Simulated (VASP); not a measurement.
# GaN (F-43m) in VASP: settings compared

GaN is run at these levels: PBEsol, LDA; tasks: single point.

Everything below comes from runs of VASP 6.6.1. Logs are shortened: lines on timing, memory, paths and dates and some standing lists are left out, and cuts for length are marked.

## Step 1: The cell of the first run

The structure is cubic, space group F-43m (No. 216). Conventional cell: a = 4.498 Å, b = 4.498 Å, c = 4.498 Å, α = 90.00°, β = 90.00°, γ = 90.00°. Within 2.6 Å of Ga (site symmetry -43m) lie 4 N at 1.95 Å. N (site symmetry -43m) has 4 Ga at 1.95 Å within 2.6 Å.

## Step 2: Single point, PBEsol

INCAR reads:

```
PREC     = Accurate       # precision mode
ENCUT    = 520            # plane-wave cutoff, eV
EDIFF    = 1E-7           # SCF threshold, eV
ISMEAR   = 0              # smearing method
SIGMA    = 0.02           # smearing width, eV
LREAL    = False          # projectors in reciprocal space
LASPH    = True           # aspherical terms in the spheres
NELM     = 100            # most SCF steps
ALGO     = Normal         # electronic algorithm
ISIF     = 2              # what is computed and relaxed
LWAVE    = False          # write WAVECAR
LCHARG   = True           # write CHGCAR
GGA      = PS             # functional
LELF     = True           # ELF
LVHAR    = True         
NBANDS   = 16             # bands
```

KPOINTS reads:

```
regular mesh
0
Gamma
  10 10 10
```

POSCAR reads:

```
GaN
1.0
    0.0000000000      2.2491150724      2.2491150724
    2.2491150724      0.0000000000      2.2491150724
    2.2491150724      2.2491150724      0.0000000000
Ga N
1 1
Direct
    0.0000000000      0.0000000000      0.0000000000
    0.2500000000      0.2500000000      0.2500000000
```

Potentials or basis: VASP PAW PBE potentials, release 64 (Ga_d, N).

Launch:

```sh
$ cat potpaw_PBE.64/Ga_d/POTCAR potpaw_PBE.64/N/POTCAR > POTCAR
$ mpirun -np 1 vasp_std > vasp.out
```

OUTCAR:

```text
PREC = Accurate
   ENCUT = 520
   EDIFF = 1E-7
   ISMEAR = 0
   LREAL = False
   LASPH = True
   NELM = 100
   ISIF = 2
   GGA = PS

 ion  position               nearest neighbor table
   1  0.000  0.000  0.000-   2 1.95   2 1.95   2 1.95   2 1.95
   2  0.250  0.250  0.250-   1 1.95   1 1.95   1 1.95   1 1.95

  LATTYP: Found a face centered cubic cell.
 ALAT       =     4.4982301448

  Lattice vectors:

 A1 = (   0.0000000000,   2.2491150724,   2.2491150724)
 A2 = (   2.2491150724,   0.0000000000,   2.2491150724)
 A3 = (   2.2491150724,   2.2491150724,   0.0000000000)

Analysis of symmetry for initial positions (statically):
=====================================================================
 Subroutine PRICEL returns:
 Original cell was already a primitive cell.

 Routine SETGRP: Setting up the symmetry group for a
 face centered cubic supercell.

 Subroutine GETGRP returns: Found 24 space group operations
 (whereof 24 operations were pure point group operations)
 out of a pool of 48 trial point group operations.

The static configuration has the point symmetry T_d .

Analysis of symmetry for dynamics (positions and initial velocities):
=====================================================================
 Subroutine PRICEL returns:
 Original cell was already a primitive cell.

 Routine SETGRP: Setting up the symmetry group for a
 face centered cubic supercell.

 Subroutine GETGRP returns: Found 24 space group operations
 (whereof 24 operations were pure point group operations)
 out of a pool of 48 trial point group operations.

The dynamic configuration has the point symmetry T_d .

 Subroutine INISYM returns: Found 24 space group operations
 (whereof 24 operations are pure point group operations),
 and found     1 'primitive' translations

----------------------------------------------------------------------------------------

                                     Primitive cell

  volume of cell :      22.7544

  direct lattice vectors                    reciprocal lattice vectors
     0.000000000  2.249115072  2.249115072    -0.222309657  0.222309657  0.222309657
     2.249115072  0.000000000  2.249115072     0.222309657 -0.222309657  0.222309657
     2.249115072  2.249115072  0.000000000     0.222309657  0.222309657 -0.222309657

  length of vectors
     3.180729039  3.180729039  3.180729039     0.385051621  0.385051621  0.385051621

  position of ions in fractional coordinates (direct lattice)
[... 78 lines left out ...]
   NELM   =    100;   NELMIN=  2; NELMDL= -5     # of ELM steps
   EDIFF  = 0.1E-06   stopping-criterion for ELM
   LREAL  =      F    real-space projection
   EDIFFG = 0.1E-05   stopping-criterion for IOM
   NSW    =      0    number of steps for IOM
   IBRION =     -1    ionic relax: 0-MD 1-quasi-New 2-CG
   NFREE  =      0    steps in history (QN), initial steepest desc. (CG)
   ISIF   =      2    stress and relaxation
   ISYM   =      2    0-nonsym 1-usesym 2-fastsym
   POTIM  = 0.5000    time-step for ionic-motion
   TEBEG  =    0.0;   TEEND  =   0.0 temperature during run
   PSTRESS=    0.0 pullay stress
   NELECT =      18.0000    total number of electrons
   NUPDOWN=      -1.0000    fix difference up-down
   EMIN   =  10.00;   EMAX   =-10.00  energy-range for DOS
   EFERMI =   0.00;   METHOD = LEGACY
   ISMEAR =     0;   SIGMA  =   0.02  broadening in eV -4-tet -1-fermi 0-gaus
   EFERMI_NEDOS =   21; number of points for ismear=-14 and -15
   IALGO  =     38    algorithm
   IMIX   =      4    mixing-type and parameters
     AMIX     =   0.40;   BMIX     =  1.00
     AMIX_MAG =   1.60;   BMIX_MAG =  1.00
  volume/ion in A,a.u.               =      11.38        76.78
  Fermi-wavevector in a.u.,A,eV,Ry     =   1.514063  2.861164 31.189822  2.292387
  Thomas-Fermi vector in A             =   2.623771
   LORBIT       =      0    0 simple, 1 ext, 2 COOP (PROOUT), +10 PAW based schemes
   GGA     = PS    functional components
   LHFCALC =     F    Hartree Fock is set to
   AEXX    =    0.0000 exact exchange contribution
   IVDW    =     0    specifies the selected vdW correction
   LEPSILON=     F    determine dielectric tensor
   LRPA    =     F    only Hartree local field effects (RPA)
 non-spin polarized calculation
 Gauss-broadening in eV      SIGMA  =   0.02
  energy-cutoff  :      520.00
  volume of cell :       22.75
 maximum number of plane-waves:       622
   NGX = 11   NGY = 11   NGZ = 11

 number of electron      18.0000008 magnetization

 Free energy of the ion-electron system (eV)
  ---------------------------------------------------
  ext. energy  EPLUGINS =         0.00000000
  ---------------------------------------------------
  free energy    TOTEN  =       -13.12251789 eV

  energy without entropy =      -13.12251789  energy(sigma->0) =      -13.12251789

 E-fermi :   5.3755     XC(G=0): -11.9334

 val. band max:        5.2131763362   @ k =   0.0000   0.0000   0.0000
 cond. band min:       6.9335472107   @ k =   0.0000   0.0000   0.0000
 fundamental gap:      1.7203708745
 Fermi energy:         5.3754590928

 k-point     1 :       0.0000    0.0000    0.0000
  band No.  band energies     occupation
      1     -10.7692      2.00000
      2      -8.1951      2.00000
      3      -8.1951      2.00000
      4      -8.1951      2.00000
      5      -7.8640      2.00000
      6      -7.8640      2.00000
[... 433 lines left out ...]
      3      -7.9641      2.00000
      4      -7.9633      2.00000
      5      -7.8017      2.00000
      6      -6.9562      2.00000
[... 8 lines left out ...]
     15      27.5013      0.00000
     16      27.6098      0.00000

 [... further k-points ...]

------------------------ aborting loop because EDIFF is reached ----------------------------------------

  FORCE on cell =-STRESS in cart. coord.  units (eV):
  Direction    XX          YY          ZZ          XY          YZ          ZX
  --------------------------------------------------------------------------------------
  -------------------------------------------------------------------------------------
  Total       -0.0333030     -0.0333030     -0.0333030     -0.0000000     -0.0000000      0.0000000
  in kB       -2.3449247     -2.3449247     -2.3449247     -0.0000000     -0.0000000      0.0000000
  external PRESSURE =      -2.3449247 kB  Pullay stress =       0.0000000 kB

 VOLUME and BASIS-vectors are now :
 -----------------------------------------------------------------------------
  energy-cutoff  :      520.00
  volume of cell :       22.75
      direct lattice vectors                 reciprocal lattice vectors
     0.000000000  2.249115072  2.249115072    -0.222309657  0.222309657  0.222309657
     2.249115072  0.000000000  2.249115072     0.222309657 -0.222309657  0.222309657
     2.249115072  2.249115072  0.000000000     0.222309657  0.222309657 -0.222309657

 POSITION                                       TOTAL-FORCE (eV/Angst)
 -----------------------------------------------------------------------------------
      0.00000      0.00000      0.00000         0.000000      0.000000      0.000000
      1.12456      1.12456      1.12456        -0.000000     -0.000000     -0.000000
 -----------------------------------------------------------------------------------
    total drift:                                0.000001      0.000001      0.000001

  FREE ENERGIE OF THE ION-ELECTRON SYSTEM (eV)
  ---------------------------------------------------
  free  energy   TOTEN  =       -13.1225178890 eV

  energy  without entropy=      -13.1225178890  energy(sigma->0) =      -13.12251789
```

stdout:

```text
POSCAR found type information on POSCAR GaN
 POSCAR found :  2 types and       2 ions
 scaLAPACK will be used
 -----------------------------------------------------------------------------
|                                                                             |
|                                                                             |
|     You enforced a specific xc type in the INCAR file but a different       |
|     I HOPE YOU KNOW WHAT YOU ARE DOING!                                     |
|                                                                             |
 -----------------------------------------------------------------------------

 LDA part: xc-table for (Slater+PW92), standard interpolation
 POSCAR, INCAR and KPOINTS ok, starting setup
 FFT: planning ... GRIDC
 FFT: planning ... GRID_SOFT
 FFT: planning ... GRID
 WAVECAR not read
 entering main loop
```

Run time: 6.8 s. Hardware: 1 thread of Intel Xeon 6975P-C (Granite Rapids), shared host; peak memory 0.14 GiB.

What came out:

* Free energy: -13.1225 eV
* Pressure: -0.2 GPa
* Band gap on the k mesh: 1.72 eV, direct

Caveat: the PAW data sets were made with another functional, which shifts forces and pressure a little.

## Step 3: Single point, PBEsol

INCAR reads:

```
ALGO = Normal
EDIFF = 1E-6
ENCUT = 520
GGA = PS
ISIF = 2
ISMEAR = 0
LASPH = True
LCHARG = False
LREAL = False
LWAVE = False
NBANDS = 16
NELM = 60
PREC = Accurate
SIGMA = 0.02
```

KPOINTS reads:

```
k-points
0
Gamma
  6 6 6
```

POSCAR reads:

```
GaN
1.0
    0.0000000000      2.2491150714      2.2491150714
    2.2491150714      0.0000000000      2.2491150714
    2.2491150714      2.2491150714      0.0000000000
Ga N
1 1
Direct
    0.0000000000      0.0000000000      0.0000000000
    0.2500000000      0.2500000000      0.2500000000
```

Potentials or basis: VASP PAW PBE potentials, release 64 (Ga_d, N).

Launch:

```sh
$ cat potpaw_PBE.64/Ga_d/POTCAR potpaw_PBE.64/N/POTCAR > POTCAR
$ mpirun -np 1 vasp_std > vasp.out
```

OUTCAR:

```text
EDIFF = 1E-6
   ENCUT = 520
   GGA = PS
   ISIF = 2
   ISMEAR = 0
   LASPH = True
   LREAL = False
   NELM = 60
   PREC = Accurate

 ion  position               nearest neighbor table
   1  0.000  0.000  0.000-   2 1.95   2 1.95   2 1.95   2 1.95
   2  0.250  0.250  0.250-   1 1.95   1 1.95   1 1.95   1 1.95

  LATTYP: Found a face centered cubic cell.
 ALAT       =     4.4982301428

  Lattice vectors:

 A1 = (   0.0000000000,   2.2491150714,   2.2491150714)
 A2 = (   2.2491150714,   0.0000000000,   2.2491150714)
 A3 = (   2.2491150714,   2.2491150714,   0.0000000000)

Analysis of symmetry for initial positions (statically):
=====================================================================
 Subroutine PRICEL returns:
 Original cell was already a primitive cell.

 Routine SETGRP: Setting up the symmetry group for a
 face centered cubic supercell.

 Subroutine GETGRP returns: Found 24 space group operations
 (whereof 24 operations were pure point group operations)
 out of a pool of 48 trial point group operations.

The static configuration has the point symmetry T_d .

[... 149 lines left out ...]
  energy without entropy =      -13.11778330  energy(sigma->0) =      -13.11778330

 E-fermi :   5.3967     XC(G=0): -11.9323

 val. band max:        5.2183554539   @ k =   0.0000   0.0000   0.0000
 cond. band min:       6.9363584471   @ k =   0.0000   0.0000   0.0000
 fundamental gap:      1.7180029932
 Fermi energy:         5.3967075241

 k-point     1 :       0.0000    0.0000    0.0000
  band No.  band energies     occupation
      1     -10.7655      2.00000
      2      -8.1949      2.00000
      3      -8.1949      2.00000
      4      -8.1949      2.00000
      5      -7.8640      2.00000
      6      -7.8640      2.00000
[... 281 lines left out ...]
      3      -7.9848      2.00000
      4      -7.8731      2.00000
      5      -7.8235      2.00000
      6      -5.9559      2.00000
[... 8 lines left out ...]
     15      25.7946      0.00000
     16      28.2390      0.00000

------------------------ aborting loop because EDIFF is reached ----------------------------------------

  FORCE on cell =-STRESS in cart. coord.  units (eV):
  Direction    XX          YY          ZZ          XY          YZ          ZX
  --------------------------------------------------------------------------------------
  -------------------------------------------------------------------------------------
  Total       -0.0386037     -0.0386037     -0.0386037      0.0000000     -0.0000000      0.0000000
  in kB       -2.7181575     -2.7181575     -2.7181575      0.0000000     -0.0000000      0.0000000
  external PRESSURE =      -2.7181575 kB  Pullay stress =       0.0000000 kB

 VOLUME and BASIS-vectors are now :
 -----------------------------------------------------------------------------
  energy-cutoff  :      520.00
  volume of cell :       22.75
      direct lattice vectors                 reciprocal lattice vectors
     0.000000000  2.249115071  2.249115071    -0.222309657  0.222309657  0.222309657
     2.249115071  0.000000000  2.249115071     0.222309657 -0.222309657  0.222309657
     2.249115071  2.249115071  0.000000000     0.222309657  0.222309657 -0.222309657

 POSITION                                       TOTAL-FORCE (eV/Angst)
 -----------------------------------------------------------------------------------
      0.00000      0.00000      0.00000         0.000000      0.000000      0.000000
      1.12456      1.12456      1.12456        -0.000000     -0.000000     -0.000000
 -----------------------------------------------------------------------------------
    total drift:                                0.000001      0.000001      0.000001

  FREE ENERGIE OF THE ION-ELECTRON SYSTEM (eV)
  ---------------------------------------------------
  free  energy   TOTEN  =       -13.1177833009 eV

  energy  without entropy=      -13.1177833009  energy(sigma->0) =      -13.11778330
```

stdout:

```text
POSCAR found type information on POSCAR GaN
 POSCAR found :  2 types and       2 ions
 scaLAPACK will be used
 -----------------------------------------------------------------------------
|                                                                             |
|                                                                             |
|     You enforced a specific xc type in the INCAR file but a different       |
|     I HOPE YOU KNOW WHAT YOU ARE DOING!                                     |
|                                                                             |
 -----------------------------------------------------------------------------

 LDA part: xc-table for (Slater+PW92), standard interpolation
 POSCAR, INCAR and KPOINTS ok, starting setup
 FFT: planning ... GRIDC
 FFT: planning ... GRID_SOFT
 FFT: planning ... GRID
 WAVECAR not read
 entering main loop
```

Wall time 11 s (1 thread of Intel Xeon 8259CL, shared host); peak memory 0.11 GiB.

Results:

| Quantity | Value |
| --- | --- |
| Free energy | -13.1178 eV |
| Pressure | -0.3 GPa |
| Band gap on the k mesh | 1.72 eV, direct |

Caveat: the PAW data sets were made with another functional, which shifts forces and pressure a little. Expect the measured gap to be larger: semilocal functionals such as PBEsol lack the derivative discontinuity.

(Part 1 of 2 ends here.)
